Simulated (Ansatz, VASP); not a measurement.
**Sn: VASP beside Ansatz**

The input INCAR:

```
PREC = Accurate
ENCUT = 500
EDIFF = 1E-6
ISMEAR = 0
SIGMA = 0.1
LREAL = False
LASPH = True
NELM = 120
ALGO = Normal
ISIF = 2
LWAVE = False
LCHARG = True
GGA = PS
LELF = True
LVHAR = True
NBANDS = 21
GGA_COMPAT = False
```

File KPOINTS:

```
regular mesh
0
Gamma
  9 9 9
```

File POSCAR:

```
Sn
1.0
    4.6255804276      0.0000000000      0.0000000000
   -2.3127902138      4.0058701575      0.0000000000
    2.3127902138      1.3352900525      3.7767706039
Sn
2
Direct
    0.0000000000      0.5000000000      0.5000000000
    0.5000000000      0.2500000000      0.2500000000
```

Input for Ansatz:

```yaml
crystal:
  lattice:
    - [4.6255804276, 0.0, 0.0]
    - [-2.3127902138, 4.0058701575, 0.0]
    - [2.3127902138, 1.3352900525, 3.7767706039]
  atoms:
    - { symbol: Sn, position: [0.0, 0.5, 0.5] }
    - { symbol: Sn, position: [0.5, 0.25, 0.25] }
basis:
  ecutwfc: 420
kpoints:
  mp_grid: { grid: [9, 9, 9] }
hamiltonian:
  xc: pbesol
scf:
  occupations: { method: gaussian, width: 0.1 }
output:
  forces: true
  stress: true
  eigenvalues: true
```

Alike in both runs: task single point; functional PBEsol; k mesh 9 × 9 × 9; occupations gaussian, width 0.1 eV; no spin polarisation.

```csv
,VASP,Ansatz
version,VASP 6.6.1,Ansatz 0.2.0
potentials or method,"VASP PAW PBE potentials, release 64 (Sn_d), cutoff 500 eV","scalar-relativistic, plane waves, PAW"
valence electrons in the cell,28,28
```

```tsv
	VASP	Ansatz	Ansatz less VASP
gap on the k mesh at the Fermi level (eV)	none	none	-
pressure (GPa)	-0.1	0.0	+0.06
```

VASP's potentials were made for PBE, not for PBEsol. A gap of «none» marks a metal or a gap that the smearing closes. The functional is the same, so the differences come from potentials, cutoffs and numerics.
